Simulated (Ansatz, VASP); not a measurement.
# TaN in VASP and in Ansatz

INCAR

```
PREC = Accurate
ENCUT = 520
EDIFF = 1E-7
ISMEAR = 0
SIGMA = 0.15
LREAL = False
LASPH = True
NELM = 60
ALGO = Normal
ISIF = 2
LWAVE = False
LCHARG = False
GGA = PE
NBANDS = 24
```

File KPOINTS:

```
Automatic mesh
0
Gamma
  20 20 12
```

The input POSCAR:

```
TaN
1.0
    0.0000000000      0.0000000000      2.8977716017
    2.9501846798      0.0000000000      0.0000000000
    0.0000000000      5.1098697572      0.0000000000
Ta N
2 2
Direct
    0.5000000000      0.0000000000      0.3351512042
    0.5000000000      0.5000000000      0.8351512042
    0.0000000000      0.5000000000      0.4765160355
    0.0000000000      0.0000000000     -0.0234839645
```

Input for Ansatz:

```yaml
crystal:
  lattice:
    - [0.0, 0.0, 2.8977716017]
    - [2.9501846798, 0.0, 0.0]
    - [0.0, 5.1098697572, 0.0]
  atoms:
    - { symbol: Ta, position: [0.5, 0.0, 0.3351512042] }
    - { symbol: Ta, position: [0.5, 0.5, 0.8351512042] }
    - { symbol: "N", position: [0.0, 0.5, 0.4765160355] }
    - { symbol: "N", position: [0.0, 0.0, -0.0234839645] }
basis:
  ecutwfc: 420
kpoints:
  mp_grid: { grid: [20, 20, 12] }
hamiltonian:
  xc: pbe
scf:
  occupations: { method: gaussian, width: 0.15 }
output:
  forces: true
  stress: true
  eigenvalues: true
```

Change from the starting cell: mode 8 (511.7 1/cm) frozen in, largest displacement -0.120 Å.

Alike in both runs: task single point; functional PBE; k mesh 20 × 20 × 12; occupations gaussian, width 0.15 eV; no spin polarisation.

```csv
,VASP,Ansatz
version,VASP 6.6.1,Ansatz 0.2.0
potentials or method,"VASP PAW PBE potentials, release 64 (Ta_pv, N), cutoff 520 eV","scalar-relativistic, plane waves, PAW"
valence electrons in the cell,32,36
```

```csv
,VASP,Ansatz,Ansatz less VASP
gap on the k mesh at the Fermi level (eV),none,none,-
pressure (GPa),2.7,2.0,-0.67
"traceless stress, the component that is largest in VASP (GPa)",-1.49,-1.30,+0.185
rms of the force components (eV/Å),0.861,0.855,-0.0055
```

Atom by atom the forces differ by 0.006 eV/Å (rms over components). A gap of «none» marks a metal or a gap that the smearing closes. With one functional, cell and mesh, what is left measures potentials, basis and numerics. VASP's potentials hold 32 valence electrons a cell and Ansatz's 36, so a difference there can come from the potentials and not from the codes.

Spin-orbit coupling is off throughout.
